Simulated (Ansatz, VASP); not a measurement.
**Mg: VASP beside Ansatz**

INCAR

```
PREC     = Accurate       # precision mode
ENCUT    = 600            # plane-wave cutoff, eV
EDIFF    = 1E-6           # SCF threshold, eV
ISMEAR   = -1             # smearing method
SIGMA    = 0.1            # smearing width, eV
LREAL    = False          # projectors in reciprocal space
LASPH    = True           # aspherical terms in the spheres
NELM     = 60             # most SCF steps
ALGO     = Normal         # electronic algorithm
ISIF     = 3              # what is computed and relaxed
LWAVE    = False          # write WAVECAR
LCHARG   = False          # write CHGCAR
GGA      = RP             # functional
IBRION   = 2              # ionic algorithm
NSW      = 80             # ionic steps
EDIFFG   = -0.01          # ionic threshold
```

The input KPOINTS:

```
regular mesh
0
Gamma
  11 11 3
```

POSCAR

```
Mg
1.0
    3.2030520135      0.0000000000      0.0000000000
   -1.6015260067      2.7739244133      0.0000000000
    0.0000000000      0.0000000000     10.4611678760
Mg
4
Direct
    0.0000000000      0.0000000000      0.0000000000
    0.0000000000      0.0000000000      0.5000000000
    0.3333333333      0.6666666667      0.2500000000
    0.6666666667      0.3333333333      0.7500000000
```

Input for Ansatz:

```yaml
crystal:
  lattice:
    - [3.2030520135, 0.0, 0.0]
    - [-1.6015260067, 2.7739244133, 0.0]
    - [0.0, 0.0, 10.461167876]
  atoms:
    - { symbol: Mg, position: [0.0, 0.0, 0.0] }
    - { symbol: Mg, position: [0.0, 0.0, 0.5] }
    - { symbol: Mg, position: [0.3333333333, 0.6666666667, 0.25] }
    - { symbol: Mg, position: [0.6666666667, 0.3333333333, 0.75] }
hamiltonian:
  xc: rpbe
  pseudopotentials:
    kind: paw
    azcp:
      Mg: "pseudopotentials/Mg.paw.azcp"
basis:
  ecutwfc: 420
  fft_grid_basis: typed
kpoints:
  mp_grid: { grid: [11, 11, 3], shift: [0, 0, 0] }
magnetization:
  spin_polarized: false
scf:
  occupations: { method: fermi_dirac, width: 0.1 }
relax:
  max_steps: 60
  f_tol: 0.01
  cell: {}
output:
  write_density: true
  write_potential: true
  elf: true
  volumetric_format: npy
```

Alike in both runs: task relaxation of cell and atoms; functional RPBE; k mesh 11 × 11 × 3; occupations fermi-dirac, width 0.1 eV; no spin polarisation.

```csv
,VASP,Ansatz
version,VASP 6.6.1,Ansatz 0.2.0
potentials or method,"VASP PAW PBE potentials, release 64 (Mg), cutoff 600 eV","plane waves (420 eV) with PAW, scalar-relativistic"
valence electrons in the cell,8,40
```

|  | VASP | Ansatz | Ansatz less VASP |
| --- | --- | --- | --- |
| relaxed volume (Å³/atom) | 23.64 | 23.77 | +0.128 |
| relaxed cell length with the largest relative difference (Å) | 3.224 | 3.232 | +0.0073 |

VASP's potentials were made for PBE, not for RPBE. VASP's potentials hold 8 valence electrons a cell and Ansatz's 40, so a difference there can come from the potentials and not from the codes.
